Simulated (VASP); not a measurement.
# Ti (Im-3m) in VASP: a series of runs

The runs below take Ti through single point, with PBEsol.

Everything below comes from runs of VASP 6.6.1. Logs are shortened: lines on timing, memory, paths and dates and some standing lists are left out, and cuts for length are marked.

**1. The cell of the first run**

The structure is cubic, space group Im-3m (No. 229). Conventional cell: a = 3.334 Å, b = 3.334 Å, c = 3.334 Å, α = 90.00°, β = 90.00°, γ = 90.00°. Within 3.8 Å of Ti (site symmetry m-3m) lie 14 Ti at 2.89 to 3.33 Å.

This isn't the form of Ti at room conditions, which is hcp.

**2. Single point, PBEsol (18.53 Å³/atom)**

Input file INCAR:

```
SYSTEM = Ti
PREC = Accurate
ENCUT = 520
EDIFF = 1E-7
ISMEAR = 0
SIGMA = 0.15
LREAL = .FALSE.
LASPH = .TRUE.
NELM = 100
ALGO = Normal
ISIF = 2
LWAVE = .FALSE.
LCHARG = .TRUE.
GGA = PS
LELF = .TRUE.
LVHAR = .TRUE.
NBANDS = 12
```

Input file KPOINTS:

```
Automatic mesh
0
G
  22 22 22
  0 0 0
```

Input file POSCAR:

```
Ti
1.0
   -1.6669210723      1.6669210723      1.6669210723
    1.6669210723     -1.6669210723      1.6669210723
    1.6669210723      1.6669210723     -1.6669210723
Ti
1
Direct
    0.0000000000      0.0000000000      0.0000000000
```

Potentials or basis: VASP PAW PBE potentials, release 64 (Ti_sv).

Started as:

```console
$ cat potpaw_PBE.64/Ti_sv/POTCAR > POTCAR
$ mpirun -np 1 vasp_std > vasp.out
```

OUTCAR:

```text
SYSTEM = Ti
   PREC = Accurate
   ENCUT = 520
   EDIFF = 1E-7
   ISMEAR = 0
   LREAL = .FALSE.
   LASPH = .TRUE.
   NELM = 100
   ISIF = 2
   GGA = PS

 ion  position               nearest neighbor table
   1  0.000  0.000  0.000-

  LATTYP: Found a body centered cubic cell.
 ALAT       =     3.3338421446

  Lattice vectors:

 A1 = (  -1.6669210723,   1.6669210723,   1.6669210723)
 A2 = (   1.6669210723,  -1.6669210723,   1.6669210723)
 A3 = (   1.6669210723,   1.6669210723,  -1.6669210723)

Analysis of symmetry for initial positions (statically):
=====================================================================
 Subroutine PRICEL returns:
 Original cell was already a primitive cell.

 Routine SETGRP: Setting up the symmetry group for a
 body centered cubic supercell.

 Subroutine GETGRP returns: Found 48 space group operations
 (whereof 48 operations were pure point group operations)
 out of a pool of 48 trial point group operations.

The static configuration has the point symmetry O_h .

Analysis of symmetry for dynamics (positions and initial velocities):
=====================================================================
 Subroutine PRICEL returns:
 Original cell was already a primitive cell.

 Routine SETGRP: Setting up the symmetry group for a
 body centered cubic supercell.

 Subroutine GETGRP returns: Found 48 space group operations
 (whereof 48 operations were pure point group operations)
 out of a pool of 48 trial point group operations.

The dynamic configuration has the point symmetry O_h .

 Subroutine INISYM returns: Found 48 space group operations
 (whereof 48 operations are pure point group operations),
 and found     1 'primitive' translations

----------------------------------------------------------------------------------------

                                     Primitive cell

  volume of cell :      18.5270

  direct lattice vectors                    reciprocal lattice vectors
    -1.666921072  1.666921072  1.666921072     0.000000000  0.299954214  0.299954214
     1.666921072 -1.666921072  1.666921072     0.299954214  0.000000000  0.299954214
     1.666921072  1.666921072 -1.666921072     0.299954214  0.299954214  0.000000000

  length of vectors
     2.887191989  2.887191989  2.887191989     0.424199317  0.424199317  0.424199317

  position of ions in fractional coordinates (direct lattice)
     0.000000000  0.000000000  0.000000000

[... 82 lines left out ...]
   ISYM   =      2    0-nonsym 1-usesym 2-fastsym
   POTIM  = 0.5000    time-step for ionic-motion
   TEBEG  =    0.0;   TEEND  =   0.0 temperature during run
   PSTRESS=    0.0 pullay stress
   NELECT =      12.0000    total number of electrons
   NUPDOWN=      -1.0000    fix difference up-down
   EMIN   =  10.00;   EMAX   =-10.00  energy-range for DOS
   EFERMI =   0.00;   METHOD = LEGACY
   ISMEAR =     0;   SIGMA  =   0.15  broadening in eV -4-tet -1-fermi 0-gaus
   EFERMI_NEDOS =   21; number of points for ismear=-14 and -15
   IALGO  =     38    algorithm
   IMIX   =      4    mixing-type and parameters
     AMIX     =   0.40;   BMIX     =  1.00
     AMIX_MAG =   1.60;   BMIX_MAG =  1.00
  volume/ion in A,a.u.               =      18.53       125.03
  Fermi-wavevector in a.u.,A,eV,Ry     =   1.416447  2.676696 27.297655  2.006321
  Thomas-Fermi vector in A             =   2.537780
   LORBIT       =      0    0 simple, 1 ext, 2 COOP (PROOUT), +10 PAW based schemes
   GGA     = PS    functional components
   LHFCALC =     F    Hartree Fock is set to
   AEXX    =    0.0000 exact exchange contribution
   IVDW    =     0    specifies the selected vdW correction
   LEPSILON=     F    determine dielectric tensor
   LRPA    =     F    only Hartree local field effects (RPA)
 non-spin polarized calculation
 Gauss-broadening in eV      SIGMA  =   0.15
  energy-cutoff  :      520.00
  volume of cell :       18.53
 maximum number of plane-waves:       531
 NGX is ok and might be reduce to    24
   NGX = 11   NGY = 11   NGZ = 11

 number of electron      12.0000003 magnetization

 Free energy of the ion-electron system (eV)
  ---------------------------------------------------
  ext. energy  EPLUGINS =         0.00000000
  ---------------------------------------------------
  free energy    TOTEN  =        -8.17548627 eV

  energy without entropy =       -8.14671371  energy(sigma->0) =       -8.16109999

 E-fermi :   7.3077     XC(G=0): -11.3273

 val. band max:        7.3046670120   @ k =   0.1818   0.0909   0.0909
 cond. band min:       7.3079100827   @ k =  -0.3182   0.3636   0.0455
 fundamental gap:      0.0032430708
 Fermi energy:         7.3077241880

 k-point     1 :       0.0000    0.0000    0.0000
  band No.  band energies     occupation
      1     -49.1206      2.00000
      2     -25.1392      2.00000
      3     -25.1392      2.00000
      4     -25.1392      2.00000
      5       1.5009      2.00000
      6       8.2316      0.00000
      7       8.2316      0.00000
      8       8.2316      0.00000
      9       9.8663      0.00000
     10       9.8663      0.00000
     11      24.2719      0.00000
     12      24.2719      0.00000
[... 331 lines left out ...]
 k-point    24 :       0.1364    0.0909   -0.0000
  band No.  band energies     occupation
      1     -49.0858      2.00000
      2     -25.3290      2.00000
      3     -25.1889      2.00000
      4     -25.1536      2.00000
      5       2.6946      2.00000
      6       7.8045      0.00000
      7       7.8728      0.00000
      8       9.1235      0.00000
      9       9.4900      0.00000
     10       9.9716      0.00000
     11      22.1109      0.00000
     12      22.9418      0.00000

 [... further k-points ...]

------------------------ aborting loop because EDIFF is reached ----------------------------------------

  FORCE on cell =-STRESS in cart. coord.  units (eV):
  Direction    XX          YY          ZZ          XY          YZ          ZX
  --------------------------------------------------------------------------------------
  -------------------------------------------------------------------------------------
  Total       -1.2303291     -1.2303291     -1.2303291      0.0000000     -0.0000000      0.0000000
  in kB     -106.3963628   -106.3963628   -106.3963628      0.0000000     -0.0000000      0.0000000
  external PRESSURE =    -106.3963628 kB  Pullay stress =       0.0000000 kB

 VOLUME and BASIS-vectors are now :
 -----------------------------------------------------------------------------
  energy-cutoff  :      520.00
  volume of cell :       18.53
      direct lattice vectors                 reciprocal lattice vectors
    -1.666921072  1.666921072  1.666921072     0.000000000  0.299954214  0.299954214
     1.666921072 -1.666921072  1.666921072     0.299954214  0.000000000  0.299954214
     1.666921072  1.666921072 -1.666921072     0.299954214  0.299954214  0.000000000

 POSITION                                       TOTAL-FORCE (eV/Angst)
 -----------------------------------------------------------------------------------
      0.00000      0.00000      0.00000        -0.000000      0.000000      0.000000
 -----------------------------------------------------------------------------------
    total drift:                               -0.000000      0.000000      0.000000

  FREE ENERGIE OF THE ION-ELECTRON SYSTEM (eV)
  ---------------------------------------------------
  free  energy   TOTEN  =        -8.1754862691 eV

  energy  without entropy=       -8.1467137099  energy(sigma->0) =       -8.16109999
```

OSZICAR:

```text
N       E                     dE             d eps       ncg     rms          rms(c)
DAV:   1     0.872863673641E+02    0.87286E+02   -0.65241E+03  7892   0.118E+03
DAV:   2    -0.507670492348E+01   -0.92363E+02   -0.89986E+02  8028   0.296E+02
DAV:   3    -0.938433610860E+01   -0.43076E+01   -0.42520E+01 10880   0.655E+01
DAV:   4    -0.948420604652E+01   -0.99870E-01   -0.99755E-01  8796   0.884E+00
DAV:   5    -0.948679796435E+01   -0.25919E-02   -0.25918E-02  9344   0.127E+00    0.825E+00
DAV:   6    -0.817370149945E+01    0.13131E+01   -0.33920E+00  8468   0.246E+01    0.189E+00
DAV:   7    -0.816929576951E+01    0.44057E-02   -0.71036E-02  9108   0.256E+00    0.119E+00
DAV:   8    -0.817506975828E+01   -0.57740E-02   -0.32847E-02  8396   0.217E+00    0.101E-01
DAV:   9    -0.817545549436E+01   -0.38574E-03   -0.16685E-03  9456   0.418E-01    0.641E-02
DAV:  10    -0.817549243010E+01   -0.36936E-04   -0.26653E-04  8376   0.164E-01    0.173E-02
DAV:  11    -0.817548624425E+01    0.61858E-05   -0.34942E-05  8752   0.856E-02    0.102E-02
DAV:  12    -0.817548622001E+01    0.24242E-07   -0.25869E-06 10068   0.182E-02    0.662E-04
DAV:  13    -0.817548640886E+01   -0.18885E-06   -0.16350E-07  8520   0.428E-03    0.202E-03
DAV:  14    -0.817548627762E+01    0.13123E-06   -0.78201E-08  5336   0.402E-03    0.154E-04
DAV:  15    -0.817548626910E+01    0.85217E-08   -0.56940E-09  4140   0.761E-04
   1 F= -.81754863E+01 E0= -.81611000E+01  d E =-.287726E-01
```

stdout:

```text
POSCAR found type information on POSCAR Ti
 POSCAR found :  1 types and       1 ions
 scaLAPACK will be used
 -----------------------------------------------------------------------------
|                                                                             |
|                                                                             |
|     You enforced a specific xc type in the INCAR file but a different       |
|     I HOPE YOU KNOW WHAT YOU ARE DOING!                                     |
|                                                                             |
 -----------------------------------------------------------------------------

 LDA part: xc-table for (Slater+PW92), standard interpolation
 POSCAR, INCAR and KPOINTS ok, starting setup
 FFT: planning ... GRIDC
 FFT: planning ... GRID_SOFT
 FFT: planning ... GRID
 WAVECAR not read
 entering main loop
```

Run time: 75 s. Hardware: 1 thread of Intel Xeon 8259CL, shared host; peak memory 0.2 GiB.

What came out:

- Free energy: -8.1755 eV
- Pressure: -10.6 GPa
- Band gap on the k mesh: zero (bands 6 and 7 overlap by 1.51 eV)

Levels at points of the mesh, in eV from the Fermi level:
```tsv
k point	band 2	band 3	band 4	band 5	band 6	band 7	band 8	band 9	band 10	band 11
(0.00, 0.00, 0.00)	-32.45	-32.45	-32.45	-5.81	0.92	0.92	0.92	2.56	2.56	16.96
(0.50, 0.00, 0.00)	-33.00	-32.62	-32.45	-2.31	-0.35	0.97	2.53	2.86	3.95	8.09
(0.50, 0.50, 0.50)	-32.83	-32.83	-32.83	-1.90	-1.90	3.63	3.63	3.63	7.85	7.85
```

Caveat: the cell stands under tension; the PAW data sets were made with another functional, which shifts forces and pressure a little.

**3. Single point, PBEsol (19.52 Å³/atom)**

This run uses another cell than the first one, of 19.52 Å³/atom.

Input file INCAR:

```
SYSTEM = Ti
ALGO     = Fast           ! electronic algorithm
EDIFF    = 1E-6           ! SCF threshold, eV
ENCUT    = 520            ! plane-wave cutoff, eV
GGA      = PS             ! functional
ISIF     = 2              ! what is computed and relaxed
ISMEAR   = 0              ! smearing method
LASPH    = .True.         ! aspherical terms in the spheres
LCHARG   = .False.        ! write CHGCAR
LREAL    = .False.        ! projectors in reciprocal space
LWAVE    = .False.        ! write WAVECAR
NBANDS   = 12             ! bands
NELM     = 60             ! most SCF steps
PREC     = Accurate       ! precision mode
SIGMA    = 0.15           ! smearing width, eV
```

Input file KPOINTS:

```
k-points
0
Gamma
  22 22 22
  0 0 0
```

Input file POSCAR:

```
Ti
1.0
   -1.6961562523      1.6961562523      1.6961562523
    1.6961562523     -1.6961562523      1.6961562523
    1.6961562523      1.6961562523     -1.6961562523
Ti
1
Direct
    0.0000000000      0.0000000000      0.0000000000
```

Potentials or basis: VASP PAW PBE potentials, release 64 (Ti_sv).

Started as:

```console
$ cat potpaw_PBE.64/Ti_sv/POTCAR > POTCAR
$ mpirun -np 1 vasp_std > vasp.out
```

Wall time 2.2 min (1 thread of Intel Xeon 8259CL, shared host); peak memory 0.2 GiB.

Results (log left out):

```yaml
Free_energy: -8.0988 eV
Pressure: -14.1 GPa
Band_gap_on_the_k_mesh: zero (bands 6 and 7 overlap by 1.45 eV)
```

Levels at points of the mesh, in eV from the Fermi level:
```csv
k point,band 3,band 4,band 5,band 6,band 7,band 8,band 9,band 10
"(0.00, 0.00, 0.00)",-32.60,-32.60,-5.68,0.87,0.87,0.87,2.40,2.40
"(0.50, 0.00, 0.00)",-32.75,-32.60,-2.19,-0.31,0.85,2.37,2.67,3.68
"(0.50, 0.50, 0.50)",-32.93,-32.93,-1.75,-1.75,3.39,3.39,3.39,7.47
```

Caveat: the cell stands under tension; the PAW data sets were made with another functional, which shifts forces and pressure a little.

**4. Single point, PBEsol, collinear spin (13.56 Å³/atom)**

This run uses another cell than the first one, of 13.56 Å³/atom.

Input file INCAR:

```
PREC = Accurate ; ENCUT = 520
EDIFF = 1E-6 ; ISMEAR = 0
SIGMA = 0.15 ; LREAL = False
LASPH = True ; NELM = 150
ALGO = Fast ; ISIF = 2
LWAVE = False ; LCHARG = True
ISPIN = 2 ; MAGMOM = 0.5
LORBIT = 11 ; NUPDOWN = 0.5
LMAXMIX = 4 ; GGA = PS
LELF = True ; LVHAR = True
NBANDS = 16
```

Input file KPOINTS:

```
Automatic mesh
0
Gamma
  22 22 22
```

Input file POSCAR:

```
Ti
1.0
   -1.5023666344      1.5023666344      1.5023666344
    1.5023666344     -1.5023666344      1.5023666344
    1.5023666344      1.5023666344     -1.5023666344
Ti
1
Direct
    0.0000000000      0.0000000000      0.0000000000
```

Started as:

```console
$ cat potpaw_PBE.64/Ti_sv/POTCAR > POTCAR
$ mpirun -np 1 vasp_std > vasp.out
```

Run time: 3.7 min. Hardware: 1 thread of Intel Xeon 8259CL, shared host; peak memory 0.22 GiB.

The run converged. Its results:

| Item | Value |
| --- | --- |
| Free energy | -7.9764 eV |
| Pressure | 31.3 GPa |
| Net moment | 0.50 μB per cell |
| Site moments | Ti +0.38 μB |
| Valence electrons inside the program's atomic spheres | Ti 10.63 |

Caveat: the cell stands under pressure; the PAW data sets were made with another functional, which shifts forces and pressure a little; the total moment is fixed, so each spin has its own Fermi level.

**5. Overview**

```csv
spin,fixed moment (μB),cell,gap on the mesh (eV),pressure (GPa)
off,-,"a = 2.887 Å, angles 109.5°, 1 atom",none,-10.6
off,-,"a = 2.938 Å, angles 109.5°, 1 atom",none,-14.1
collinear,0.5,"a = 2.602 Å, angles 109.5°, 1 atom",-,31.3
```

Alike in all rows: task single point; level PBEsol; potentials or basis VASP PAW PBE potentials, release 64 (Ti_sv); k mesh 22 × 22 × 22; cutoff (eV) 520; smearing gaussian 0.15 eV.

Caveats: the PAW data sets were made with another functional, which shifts forces and pressure a little; the cell stands under tension (at least some runs); the cell stands under pressure (at least some runs); the total moment is fixed, so each spin has its own Fermi level (at least some runs).

Total energies depend on the potentials used, so only differences within one code and one set of settings carry meaning.
